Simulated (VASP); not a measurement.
**Cd: single point with PBE**

Crystal: Cd.

```xyz
1
Lattice="-1.7982 1.7982 1.7982 1.7982 -1.7982 1.7982 1.7982 1.7982 -1.7982" Properties=species:S:1:pos:R:3 pbc="T T T"
Cd    0.0000    0.0000    0.0000
```

This isn't the form of Cd at room conditions, which is hcp.

* Program: VASP 6.6.1
* Task: single point
* Functional: PBE
* Potentials or basis: VASP PAW PBE potentials, release 64 (Cd)
* Cutoff: 520 eV
* k mesh: 16 × 16 × 16
* Occupations: gaussian, width 0.05 eV
* Spin: non-collinear spin, zero start, spin-orbit coupling
* Starting moments: [[0.0, 0.0, 0.0]] μB
* Dipole correction: no
* k mesh for the DOS: 24 × 24 × 24
* Occupations for the DOS: tetrahedron
* Further INCAR settings: ALGO = Normal; EDIFF = 1e-06; NBANDS = 23

```json
{"Net moment": "0.00 μB per cell", "Valence electrons inside the program's atomic spheres": "Cd 10.29"}
```

Moments on the atoms (μB; x, y, z):
```
Cd  0.00 0.00 0.00
```

Run time: 8.9 min on 1 thread of AMD EPYC 7571 (shared host), peak memory 0.42 GiB.
